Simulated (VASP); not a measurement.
# Cu (I4/mmm) in VASP: single point with PBEsol

Aim: the single point of Cu with PBEsol.

All numbers are computed with VASP 6.6.1; they aren't measurements. Logs are shortened: lines on timing, memory, paths and dates and some standing lists are left out, and cuts for length are marked.

## Step 1: The cell of the first run

The structure is tetragonal, space group I4/mmm (No. 139). The conventional cell has a = 2.886 Å, b = 2.886 Å, c = 2.752 Å, α = 90.00°, β = 90.00°, γ = 90.00°. Cu (site symmetry 4/mmm) has 14 Cu at 2.46 to 2.89 Å within 3.2 Å.

## Step 2: Single point, PBEsol

Input file INCAR:

```
SYSTEM = Cu
  PREC = Accurate
  ENCUT = 520
  EDIFF = 1E-7
  ISMEAR = 1
  SIGMA = 0.1
  LREAL = .FALSE.
  LASPH = .TRUE.
  NELM = 60
  ALGO = Normal
  ISIF = 2
  LWAVE = .FALSE.
  LCHARG = .FALSE.
  GGA = PS
  NBANDS = 12
```

Input file KPOINTS:

```
Automatic mesh
0
G
  16 16 16
  0 0 0
```

Input file POSCAR:

```
Cu
1.0
    2.4610780000      0.0000000000      0.0000000000
   -0.9222399113      2.2817489932      0.0000000000
   -0.7694191290     -1.1408746222      2.0404176588
Cu
1
Direct
    0.0000000000      0.0000000000      0.0000000000
```

Potentials or basis: VASP PAW PBE potentials, release 64 (Cu).

Launch:

```sh
> cat potpaw_PBE.64/Cu/POTCAR > POTCAR
> mpirun -np 1 vasp_std > vasp.out
```

OUTCAR:

```text
SYSTEM = Cu
   PREC = Accurate
   ENCUT = 520
   EDIFF = 1E-7
   ISMEAR = 1
   LREAL = .FALSE.
   LASPH = .TRUE.
   NELM = 60
   ISIF = 2
   GGA = PS

 ion  position               nearest neighbor table
   1  0.000  0.000  0.000-

  LATTYP: Found a body centered tetragonal cell.
 ALAT       =     2.8855863982
 C/A-ratio  =     0.9537621168

  Lattice vectors:

 A1 = (   2.4610780000,   0.0000000000,   0.0000000000)
 A2 = (  -0.9222399113,   2.2817489932,   0.0000000000)
 A3 = (  -0.7694191290,  -1.1408746222,   2.0404176588)

Analysis of symmetry for initial positions (statically):
=====================================================================
 Subroutine PRICEL returns:
 Original cell was already a primitive cell.

 Routine SETGRP: Setting up the symmetry group for a
 body centered tetragonal supercell.

 Subroutine GETGRP returns: Found 16 space group operations
 (whereof 16 operations were pure point group operations)
 out of a pool of 16 trial point group operations.

The static configuration has the point symmetry D_4h.

Analysis of symmetry for dynamics (positions and initial velocities):
=====================================================================
 Subroutine PRICEL returns:
 Original cell was already a primitive cell.

 Routine SETGRP: Setting up the symmetry group for a
 body centered tetragonal supercell.

 Subroutine GETGRP returns: Found 16 space group operations
 (whereof 16 operations were pure point group operations)
 out of a pool of 16 trial point group operations.

The dynamic configuration has the point symmetry D_4h.

 Subroutine INISYM returns: Found 16 space group operations
 (whereof 16 operations are pure point group operations),
 and found     1 'primitive' translations

----------------------------------------------------------------------------------------

                                     Primitive cell

  volume of cell :      11.4581

  direct lattice vectors                    reciprocal lattice vectors
     2.461078000  0.000000000  0.000000000     0.406326008  0.164229310  0.245047896
    -0.922239911  2.281748993  0.000000000     0.000000000  0.438260301  0.245047896
    -0.769419129 -1.140874622  2.040417659     0.000000000  0.000000000  0.490095739

  length of vectors
     2.461078000  2.461078000  2.461078000     0.502116085  0.502116085  0.490095739

  position of ions in fractional coordinates (direct lattice)
     0.000000000  0.000000000  0.000000000

  ion indices of the primitive-cell ions
[... 76 lines left out ...]
   EDIFFG = 0.1E-05   stopping-criterion for IOM
   NSW    =      0    number of steps for IOM
   IBRION =     -1    ionic relax: 0-MD 1-quasi-New 2-CG
   NFREE  =      0    steps in history (QN), initial steepest desc. (CG)
   ISIF   =      2    stress and relaxation
   ISYM   =      2    0-nonsym 1-usesym 2-fastsym
   POTIM  = 0.5000    time-step for ionic-motion
   TEBEG  =    0.0;   TEEND  =   0.0 temperature during run
   PSTRESS=    0.0 pullay stress
   NELECT =      11.0000    total number of electrons
   NUPDOWN=      -1.0000    fix difference up-down
   EMIN   =  10.00;   EMAX   =-10.00  energy-range for DOS
   EFERMI =   0.00;   METHOD = LEGACY
   ISMEAR =     1;   SIGMA  =   0.10  broadening in eV -4-tet -1-fermi 0-gaus
   EFERMI_NEDOS =   21; number of points for ismear=-14 and -15
   IALGO  =     38    algorithm
   IMIX   =      4    mixing-type and parameters
     AMIX     =   0.40;   BMIX     =  1.00
     AMIX_MAG =   1.60;   BMIX_MAG =  1.00
  volume/ion in A,a.u.               =      11.46        77.32
  Fermi-wavevector in a.u.,A,eV,Ry     =   1.614984  3.051878 35.486363  2.608174
  Thomas-Fermi vector in A             =   2.709805
   LORBIT       =      0    0 simple, 1 ext, 2 COOP (PROOUT), +10 PAW based schemes
   GGA     = PS    functional components
   LHFCALC =     F    Hartree Fock is set to
   AEXX    =    0.0000 exact exchange contribution
   IVDW    =     0    specifies the selected vdW correction
   LEPSILON=     F    determine dielectric tensor
   LRPA    =     F    only Hartree local field effects (RPA)
 non-spin polarized calculation
 Methfessel and Paxton  Order N= 1 SIGMA  =   0.10
  energy-cutoff  :      520.00
  volume of cell :       11.46
 maximum number of plane-waves:       327
   NGX =  9   NGY =  9   NGZ =  9

 number of electron      10.9999998 magnetization

 Free energy of the ion-electron system (eV)
  ---------------------------------------------------
  ext. energy  EPLUGINS =         0.00000000
  ---------------------------------------------------
  free energy    TOTEN  =        -4.26553287 eV

  energy without entropy =       -4.26525411  energy(sigma->0) =       -4.26543995

 E-fermi :   7.7900     XC(G=0): -13.0872

 val. band max:        7.7877902329   @ k =   0.5000   0.1875   0.1250
 cond. band min:       7.7952816786   @ k =   0.2500   0.1250   0.1250
 fundamental gap:      0.0074914456
 Fermi energy:         7.7899733981

 k-point     1 :       0.0000    0.0000    0.0000
  band No.  band energies     occupation
      1      -1.8365      2.00000
      2       4.4490      2.00000
      3       4.6465      2.00000
      4       4.6465      2.00000
      5       5.5275      2.00000
      6       5.7355      2.00000
      7      32.6348      0.00000
      8      32.6348      0.00000
      9      33.8806      0.00000
     10      36.6625      0.00000
     11      36.6625      0.00000
     12      36.7060      0.00000
[... 331 lines left out ...]
 k-point    24 :      -0.0625    0.0625   -0.0000
  band No.  band energies     occupation
      1      -1.6875      2.00000
      2       4.4516      2.00000
      3       4.6207      2.00000
      4       4.7046      2.00000
      5       5.4981      2.00000
      6       5.7326      2.00000
      7      30.7631      0.00000
      8      32.5447      0.00000
      9      33.5184      0.00000
     10      35.2781      0.00000
     11      35.3633      0.00000
     12      35.8727      0.00000

 [... further k-points ...]
[... 5 lines left out ...]
  --------------------------------------------------------------------------------------
  -------------------------------------------------------------------------------------
  Total       -0.0539259     -0.0513491     -0.0560757      0.0031877      0.0000000      0.0000000
  in kB       -7.5404257     -7.1801126     -7.8410319      0.4457322      0.0000005      0.0000003
  external PRESSURE =      -7.5205234 kB  Pullay stress =       0.0000000 kB

 VOLUME and BASIS-vectors are now :
 -----------------------------------------------------------------------------
  energy-cutoff  :      520.00
  volume of cell :       11.46
      direct lattice vectors                 reciprocal lattice vectors
     2.461078000  0.000000000  0.000000000     0.406326008  0.164229310  0.245047896
    -0.922239911  2.281748993  0.000000000     0.000000000  0.438260301  0.245047896
    -0.769419129 -1.140874622  2.040417659     0.000000000  0.000000000  0.490095739

 POSITION                                       TOTAL-FORCE (eV/Angst)
 -----------------------------------------------------------------------------------
      0.00000      0.00000      0.00000        -0.000000     -0.000000      0.000000
 -----------------------------------------------------------------------------------
    total drift:                                0.000000      0.000000     -0.000000

  FREE ENERGIE OF THE ION-ELECTRON SYSTEM (eV)
  ---------------------------------------------------
  free  energy   TOTEN  =        -4.2655328667 eV

  energy  without entropy=       -4.2652541081  energy(sigma->0) =       -4.26543995
```

Run time: 62 s. Hardware: 1 thread of AMD EPYC 7R13, shared host; peak memory 0.13 GiB.

What came out:

```
Free energy : -4.2655 eV
Pressure    : -0.8 GPa
```

Caveat: the PAW data sets were made with another functional, which shifts forces and pressure a little.
